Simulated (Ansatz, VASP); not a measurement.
## Two plane-wave programs on CsBr

```xyz
2
Lattice="4.3196 0.0000 0.0000 0.0000 4.3196 0.0000 0.0000 0.0000 4.3196" Properties=species:S:1:pos:R:3 pbc="T T T"
Cs    0.0000    0.0000    0.0000
Br    2.1598    2.1598    2.1598
```

Alike in both runs: task single point; functional HSE06; k mesh 4 × 4 × 4; no spin polarisation.

|  | VASP | Ansatz |
| --- | --- | --- |
| version | VASP 6.6.1 | Ansatz 0.2.0 |
| potentials or method | VASP PAW PBE potentials, release 64 (Cs_sv, Br) | plane waves |
| plane-wave cutoff (eV) | 400 | 420 |
| occupations | gaussian, width 0.01 eV | fixed |
| valence electrons in the cell | 16 | 16 |

|  | VASP | Ansatz | Ansatz less VASP |
| --- | --- | --- | --- |
| gap on the k mesh at the Fermi level (eV) | 5.60 | 5.61 | +0.014 |
| pressure (GPa) | 0.4 | 0.4 | +0.03 |

Ansatz's warnings: stress exchange threshold loose, stress scf threshold loose.

Neither program's run includes spin-orbit coupling.
